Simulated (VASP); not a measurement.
**ZnO: single point with PBE**

ZnO:

```xyz
4
Lattice="3.2796 0.0000 0.0000 -1.6398 2.8402 0.0000 0.0000 0.0000 5.2888" Properties=species:S:1:pos:R:3 pbc="T T T"
Zn    1.6398    0.9467    2.6460
Zn    0.0000    1.8935    0.0016
O     1.6398    0.9467    4.6541
O     0.0000    1.8935    2.0098
```

- Program: VASP 6.6.1
- Task: single point
- Functional: PBE
- Potentials or basis: VASP PAW PBE potentials, release 64 (Zn, O)
- Cutoff: 600 eV
- k mesh: 6 × 6 × 4
- Occupations: gaussian, width 0.1 eV
- Spin: no spin polarisation
- Dipole correction: no
- Further INCAR settings: ALGO = Normal; EDIFF = 1e-06; NBANDS = 26

```json
{
 "Pressure": "0.8 GPa",
 "Largest force": "0.013 eV/Å",
 "Band gap on the k mesh": "0.73 eV, direct"
}
```

Forces on the atoms (eV/Å):
```
Zn   0.000  0.000  0.013
Zn   0.000  0.000  0.013
O    0.000  0.000 -0.013
O    0.000  0.000 -0.013
```

Stress tensor (GPa, compression positive):
```
0.86 0.00 0.00
0.00 0.86 0.00
0.00 0.00 0.76
```

Levels at points of the mesh, in eV from the valence-band top:
| k point | band 15 | band 16 | band 17 | band 18 | band 19 | band 20 | band 21 | band 22 |
| --- | --- | --- | --- | --- | --- | --- | --- | --- |
| (0.00, 0.00, 0.00) | -0.75 | -0.08 | 0.00 | 0.00 | 0.73 | 5.09 | 8.08 | 12.72 |
| (0.50, 0.00, 0.00) | -2.72 | -2.15 | -1.23 | -0.80 | 5.63 | 6.82 | 7.54 | 8.27 |
| (0.00, 0.00, 0.50) | -0.37 | -0.37 | -0.37 | -0.37 | 3.36 | 3.36 | 9.92 | 9.92 |
| (0.50, 0.00, 0.50) | -1.44 | -1.44 | -1.31 | -1.31 | 5.64 | 5.64 | 8.23 | 8.23 |

It took 32 s on 1 thread of Intel(R) Xeon(R) Platinum 8124M CPU @ 3.00GHz (Skylake/Cascade Lake), with other jobs on the host, peak memory 0.18 GiB.
